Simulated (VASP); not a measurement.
Wanted: the native input for a VASP 6.6.1 run.

```yaml
Task: relaxation of cell and atoms
Functional: LDA
Potentials_or_basis: VASP PAW LDA potentials, release 64 (Ti_sv, Al)
Cutoff: 600 eV
k_mesh: 14 × 14 × 14
Occupations: gaussian, width 0.1 eV
Spin: no spin polarisation
Dipole_correction: no
Further_INCAR_settings: ALGO = Fast; EDIFF = 1e-06; IBRION = 2; EDIFFG = -0.002; NSW = 100; ISIF = 3
```

The structure of TiAl3 lies in POSCAR:

```
TiAl3
1.0
   -1.9111067700      1.9111067700      4.2806687900
    1.9111067700     -1.9111067700      4.2806687900
    1.9111067700      1.9111067700     -4.2806687900
Ti Al
1 3
Direct
    0.0000000000      0.0000000000      0.0000000000
    0.5000000000      0.5000000000      0.0000000000
    0.7500000000      0.2500000000      0.5000000000
    0.2500000000      0.7500000000      0.5000000000
```

One way to write it, as run:

INCAR

```
PREC = Accurate ; ENCUT = 600
EDIFF = 1E-6 ; ISMEAR = 0
SIGMA = 0.1 ; LREAL = F
LASPH = T ; NELM = 60
ALGO = Fast ; ISIF = 3
LWAVE = F ; LCHARG = F
IBRION = 2 ; NSW = 100
EDIFFG = -0.002
```

KPOINTS

```
Automatic mesh
0
Gamma
  14 14 14
```

Potentials or basis: VASP PAW LDA potentials, release 64 (Ti_sv, Al).

The run is started by

```console
$ cat potpaw_LDA.64/Ti_sv/POTCAR potpaw_LDA.64/Al/POTCAR > POTCAR
$ mpirun -np 1 vasp_std > vasp.out
```

Results of the run:

```
Relaxed volume                        : 15.17 Å³/atom
Relaxed cell                          : a = 5.016 Å, b = 5.016 Å, c = 5.016 Å, α = 135.72°, β = 135.72°, γ = 64.41°
Space group after relaxing (to 0.1 Å) : I4/mmm (No. 139)
Energy gained by relaxing             : 5.1 meV/atom
Ionic steps                           : 9
Pressure after relaxing               : 0.0 GPa
Band gap on the k mesh                : zero (an odd number of electrons rules out a gap without spin polarisation)
```

Wall time 58 min on 1 thread of AMD EPYC 7R43 64-Core Processor (Zen 3), on a shared host, peak memory 0.37 GiB.
